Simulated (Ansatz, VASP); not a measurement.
Mo4N in VASP and in Ansatz

File INCAR:

```
SYSTEM = Mo4N
PREC     = Accurate       ! precision mode
ENCUT    = 600            ! plane-wave cutoff, eV
EDIFF    = 1E-6           ! SCF threshold, eV
ISMEAR   = 0              ! smearing method
SIGMA    = 0.1            ! smearing width, eV
LREAL    = .FALSE.        ! projectors in reciprocal space
LASPH    = .TRUE.         ! aspherical terms in the spheres
NELM     = 100            ! most SCF steps
ALGO     = Normal         ! electronic algorithm
ISIF     = 3              ! what is computed and relaxed
LWAVE    = .FALSE.        ! write WAVECAR
LCHARG   = .FALSE.        ! write CHGCAR
GGA      = PE             ! functional
IBRION   = 2              ! ionic algorithm
NSW      = 100            ! ionic steps
EDIFFG   = -0.01          ! ionic threshold
```

File KPOINTS:

```
Automatic mesh
0
G
  10 10 10
  0 0 0
```

The input POSCAR:

```
Mo4N
1.0
    4.1179565978      0.0000000000      0.0000000000
    0.0000000000      4.1179565978      0.0000000000
    0.0000000000      0.0000000000      4.1179565978
Mo N
4 1
Direct
    0.5000000000      0.0000000000      0.0000000000
    0.0000000000      0.5000000000      0.0000000000
    0.0000000000      0.0000000000      0.5000000000
    0.5000000000      0.5000000000      0.5000000000
    0.0000000000      0.0000000000      0.0000000000
```

Input for Ansatz:

```yaml
crystal:
  lattice:
    - [4.1179565978, 0.0, 0.0]
    - [0.0, 4.1179565978, 0.0]
    - [0.0, 0.0, 4.1179565978]
  atoms:
    - { symbol: Mo, position: [0.5, 0.0, 0.0] }
    - { symbol: Mo, position: [0.0, 0.5, 0.0] }
    - { symbol: Mo, position: [0.0, 0.0, 0.5] }
    - { symbol: Mo, position: [0.5, 0.5, 0.5] }
    - { symbol: "N", position: [0.0, 0.0, 0.0] }
basis:
  ecutwfc: 420
kpoints:
  mp_grid: { grid: [10, 10, 10] }
hamiltonian:
  xc: pbe
scf:
  occupations: { method: gaussian, width: 0.1 }
output:
  forces: true
  stress: true
  eigenvalues: true
relax:
  adjacent_minimum: "off"
  f_tol: 0.01
  max_steps: 80
  cell: { stress_tol: 0.05 }
```

Change from the starting cell: species swapped into the Co4N type (Pm-3m, No. 221).

Alike in both runs: task relaxation of cell and atoms; functional PBE; k mesh 10 × 10 × 10; occupations gaussian, width 0.1 eV; no spin polarisation.

|  | VASP | Ansatz |
| --- | --- | --- |
| version | VASP 6.6.1 | Ansatz 0.2.0 |
| potentials or method | VASP PAW PBE potentials, release 64 (Mo_sv, N), cutoff 600 eV | scalar-relativistic, plane waves, PAW |
| valence electrons in the cell | 61 | 61 |

```tsv
	VASP	Ansatz	Ansatz less VASP
gap on the k mesh at the Fermi level, each at its own relaxed structure (eV)	none	none	-
relaxed volume (Å³/atom)	13.97	13.95	-0.018
relaxed cell length with the largest relative difference (Å)	4.118	4.116	-0.0018
```

A gap of «none» marks a metal or a gap that the smearing closes.

Noted on VASP's run: the relaxation stopped at its first step, so nothing moved.
